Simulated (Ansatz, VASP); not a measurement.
**Two plane-wave programs on Mn**

```
CELL_PARAMETERS angstrom
0.00000 2.41445 2.41445
2.41445 0.00000 2.41445
2.41445 2.41445 0.00000
ATOMIC_POSITIONS crystal
Mn 0.12500 0.12500 0.12500
Mn 0.87500 0.87500 0.87500
```

Alike in both runs: task single point; functional r2SCAN; k mesh 13 × 13 × 13; occupations fermi-dirac, width 0.1 eV; no spin polarisation.

|  | VASP | Ansatz |
| --- | --- | --- |
| version | VASP 6.6.1 | Ansatz 0.2.0 |
| potentials or method | VASP PAW PBE potentials, release 64 (Mn_pv), cutoff 520 eV | plane waves (500 eV) with PAW, scalar-relativistic |
| valence electrons in the cell | 26 | 30 |

Ansatz gave:

| Quantity | Value |
| --- | --- |
| pressure (GPa) | 7.1 |

Question: What did VASP give for the same quantities?

Answer: Pressure (GPa): 8.4.

VASP's potentials were made for PBE, not for r2SCAN. The functional is the same, so the differences come from potentials, cutoffs and numerics. VASP's potentials hold 26 valence electrons a cell and Ansatz's 30, so a difference there can come from the potentials and not from the codes.
